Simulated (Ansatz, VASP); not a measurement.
Two plane-wave programs on AlN

```
Al N
1.0
     0.00538    2.18952    2.18965
     2.17383   -0.07650    2.27153
     2.17185    2.26959   -0.07471
Al N
1 1
Direct
  0.99785 0.98046 0.99419
  0.74769 0.73718 0.74679
```

Alike in both runs: task single point; functional PBE; k mesh 6 × 6 × 6; no spin polarisation.

|  | VASP | Ansatz |
| --- | --- | --- |
| version | VASP 6.6.1 | Ansatz 0.2.0 |
| potentials or method | VASP PAW PBE potentials, release 64 (Al, N), cutoff 520 eV | plane waves, PAW |
| occupations | gaussian, width 0.01 eV | fixed |
| valence electrons in the cell | 8 | 8 |

|  | VASP | Ansatz | Ansatz less VASP |
| --- | --- | --- | --- |
| pressure (GPa) | -6.8 | -6.5 | +0.26 |
| traceless stress, the component that is largest in VASP (GPa) | 13.44 | 13.36 | -0.078 |
| rms of the force components (eV/Å) | 0.395 | 0.395 | -0.0006 |

Atom by atom the forces differ by 0.001 eV/Å (rms over components).
